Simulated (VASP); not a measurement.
Wanted: the native input for a VASP 6.6.1 run.

| Item | Value |
| --- | --- |
| Task | relaxation of cell and atoms |
| Functional | r2SCAN |
| Potentials or basis | VASP PAW PBE potentials, release 64 (Ni, Ge_d) |
| Cutoff | 660 eV |
| k mesh | 12 × 12 × 12 |
| Occupations | gaussian, width 0.1 eV |
| Spin | no spin polarisation |
| Dipole correction | no |
| Further INCAR settings | ALGO = Normal; EDIFF = 1e-07; IBRION = 2; EDIFFG = -0.01; NSW = 80; ISIF = 3 |

The system is Ni3Ge.

```
Ni Ge
1.0
     3.53033    0.00000    0.00000
     0.00000    3.53033    0.00000
     0.00000    0.00000    3.53033
Ni Ge
3 1
Direct
  0.50000 0.00000 0.50000
  0.00000 0.50000 0.50000
  0.50000 0.50000 0.00000
  0.00000 0.00000 0.00000
```

These files were run (other wordings do the same):

POSCAR

```
Ni3Ge
1.0
    3.5303341067      0.0000000000      0.0000000000
    0.0000000000      3.5303341067      0.0000000000
    0.0000000000      0.0000000000      3.5303341067
Ni Ge
3 1
Direct
    0.5000000000      0.0000000000      0.5000000000
    0.0000000000      0.5000000000      0.5000000000
    0.5000000000      0.5000000000      0.0000000000
    0.0000000000      0.0000000000      0.0000000000
```

INCAR.step1

```
ALGO = Normal
EDIFF = 1E-5
EDIFFG = -0.005
ENCUT = 660
GGA = PE
GGA_COMPAT = F
IBRION = 2
ISIF = 3
ISMEAR = 0
LASPH = T
LCHARG = F
LREAL = F
LWAVE = T
NELM = 120
NELMIN = 4
NSW = 100
PREC = Accurate
SIGMA = 0.1
```

INCAR.step2

```
ALGO = Normal
EDIFF = 1E-7
EDIFFG = -0.01
ENCUT = 660
GGA_COMPAT = F
IBRION = 2
ISIF = 3
ISMEAR = 0
ISTART = 1
LASPH = T
LCHARG = F
LMIXTAU = T
LREAL = F
LWAVE = F
METAGGA = R2SCAN
NELM = 120
NELMIN = 4
NSW = 80
PREC = Accurate
SIGMA = 0.1
```

KPOINTS

```
k-points
0
Gamma
  12 12 12
```

Potentials or basis: VASP PAW PBE potentials, release 64 (Ni, Ge_d).

Command:

```sh
$ cat potpaw_PBE.64/Ni/POTCAR potpaw_PBE.64/Ge_d/POTCAR > POTCAR
$ cp INCAR.step1 INCAR
$ mpirun -np 1 vasp_std > vasp.out
$ cp INCAR.step2 INCAR
$ mpirun -np 1 vasp_std > vasp.out
```

It gave:

```yaml
Relaxed_volume: 11.03 Å³/atom
Relaxed_cell: a = 3.533 Å, b = 3.533 Å, c = 3.533 Å, α = 90.00°, β = 90.00°, γ = 90.00°
Space_group_after_relaxing_to_0.1_Å: Pm-3m (No. 221)
Energy_gained_by_relaxing: 0.1 meV/atom
Ionic_steps: 3
Pressure_after_relaxing: 0.0 GPa
Band_gap_on_the_k_mesh: zero (bands 22 and 23 overlap by 0.26 eV)
```

Caveat: the PAW data sets were made with another functional, which shifts forces and pressure a little.

Wall time 24 min on 1 thread of Oxide Virtual Turin-like Processor, on a shared host, peak memory 0.24 GiB.
